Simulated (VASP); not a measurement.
The system is BN.

```
B N
1.0
     2.49824    0.00000    0.00000
    -1.24912    2.16354    0.00000
     0.00000    0.00000    6.63570
B N
2 2
Direct
  0.33333 0.66667 0.25000
  0.66667 0.33333 0.75000
  0.33333 0.66667 0.75000
  0.66667 0.33333 0.25000
```

Base run:

- Program: VASP 6.6.1
- Functional: RPBE
- Potentials or basis: VASP PAW PBE potentials, release 64 (B, N)
- Cutoff: 600 eV
- k mesh: 9 × 9 × 3
- Occupations: gaussian, width 0.01 eV
- Spin: no spin polarisation

Its results: band gap on the k mesh 4.53 eV (least direct gap 4.80 eV); pressure 9.0 GPa.

Problem. After a change of settings the same cell gave: band gap on the k mesh 4.51 eV (least direct gap 4.79 eV); pressure 8.0 GPa. Which change was it?
A. functional from RPBE to revPBE
B. functional from RPBE to r2SCAN; cutoff from 600 eV to 660 eV
C. functional from RPBE to LDA; potentials or basis from VASP PAW PBE potentials, release 64 (B, N) to VASP PAW LDA potentials, release 64 (B, N)

Solution. A.

Caveats: the cell stands under pressure; the PAW data sets were made with another functional, which shifts forces and pressure a little; an odd mesh through Γ misses points on the zone boundary, where band edges can lie; this functional lacks dispersion, which binds the layers, so the pressure and a relaxed spacing across them are unreliable.
